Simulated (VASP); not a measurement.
A run of VASP 6.6.1 is set up as follows.

File INCAR:

```
SYSTEM = Ga3SbP2
ALGO = Normal ; EDIFF = 1E-6
ENCUT = 520 ; GGA = PE
ISIF = 2 ; ISMEAR = -1
LASPH = .True. ; LCHARG = .False.
LREAL = .False. ; LWAVE = .False.
NBANDS = 36 ; NELM = 60
PREC = Accurate ; SIGMA = 0.02
```

KPOINTS

```
k-points
0
Gamma
  10 10 10
  0 0 0
```

File POSCAR:

```
Ga3SbP2
1.0
   -2.0066018880      2.0066018880      8.5247165475
    2.0066018880     -2.0066018880      8.5247165475
    2.0066018880      2.0066018880     -8.5247165475
P Ga Sb
2 3 1
Direct
    0.1727261355      0.1727261355      0.0000000000
    0.8272738645      0.8272738645      0.0000000000
    0.7500000000      0.2500000000      0.5000000000
    0.4044608837      0.9044608837      0.5000000000
    0.0955391163      0.5955391163      0.5000000000
    0.5000000000      0.5000000000      0.0000000000
```

Potentials or basis: VASP PAW PBE potentials, release 64 (P, Ga_d, Sb).

Run with:

```sh
$ cat potpaw_PBE.64/P/POTCAR potpaw_PBE.64/Ga_d/POTCAR potpaw_PBE.64/Sb/POTCAR > POTCAR
$ mpirun -np 1 vasp_std > vasp.out
```

Q: What does it give for the band gap on the k mesh?

A: 0.49 eV.

Q: Predict the pressure.

A: 2.3 GPa.

Q: Estimate the largest force.

A: 0.070 eV/Å.

Forces in eV/Å, atoms in the order of the input:
```
P    0.000  0.000  0.000
P    0.000  0.000  0.000
Ga   0.000  0.000  0.000
Ga   0.000  0.000 -0.070
Ga   0.000  0.000  0.070
Sb   0.000  0.000  0.000
```

Caveat: spin-orbit coupling is left out, which moves the levels of the heavy elements. A k mesh can miss the band edges.
